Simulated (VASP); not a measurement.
Runs of VASP 6.6.1 on BN. The structure is that of space group Imm2 (No. 44), or close to it. The cells are those of the table. 

| cell | gap on the mesh (eV) | pressure (GPa) | largest force (eV/Å) |
| --- | --- | --- | --- |
| a = 2.571, b = 2.571, c = 2.275 Å, angles 63.7, 63.7, 67.4°, 2 atoms | 1.86 | (a) | 0.55 |
| a = 2.533, b = 2.577, c = 2.134 Å, angles 64.2, 66.4, 69.2°, 2 atoms | 0.26 | 63.0 | 1.50 |
| a = 2.483, b = 2.571, c = 2.187 Å, angles 62.3, 66.5, 66.3°, 2 atoms | 1.64 | 61.0 | 1.35 |
| a = 2.479, b = 2.567, c = 2.283 Å, angles 61.1, 65.1, 63.8°, 2 atoms | 2.94 | 44.1 | 0.81 |
| a = 2.505, b = 2.571, c = 2.209 Å, angles 62.7, 65.8, 66.5°, 2 atoms | (b) | 50.6 | 1.14 |
| a = 2.527, b = 2.571, c = 2.230 Å, angles 63.0, 65.1, 66.8°, 2 atoms | 1.73 | 41.1 | 0.94 |
| a = 2.511, b = 2.577, c = 2.112 Å, angles 63.9, 67.1, 68.9°, 2 atoms | 0.15 | 73.9 | 1.79 |
| a = 2.490, b = 2.577, c = 2.091 Å, angles 63.5, 67.8, 68.7°, 2 atoms | 0.04 | 85.6 | 2.08 |
| a = 2.522, b = 2.567, c = 2.326 Å, angles 61.8, 63.8, 64.4°, 2 atoms | 3.02 | 26.1 | 0.54 |
| a = 2.500, b = 2.567, c = 2.305 Å, angles 61.5, 64.4, 64.1°, 2 atoms | 3.02 | 34.7 | 0.67 |

Alike in all rows: task single point; level PBE; potentials or basis VASP PAW PBE potentials, release 64 (B, N); no spin polarisation; k mesh 12 × 12 × 12; cutoff (eV) 520; smearing gaussian 0.05 eV.

Fill in the values left out.

(a) 24.0; (b) 1.68.

Caveats: the cell stands under pressure; forces of over 1 eV/Å act on the atoms, so gaps and moduli don't describe the material at rest (at least some runs).

A k mesh can miss the band edges.
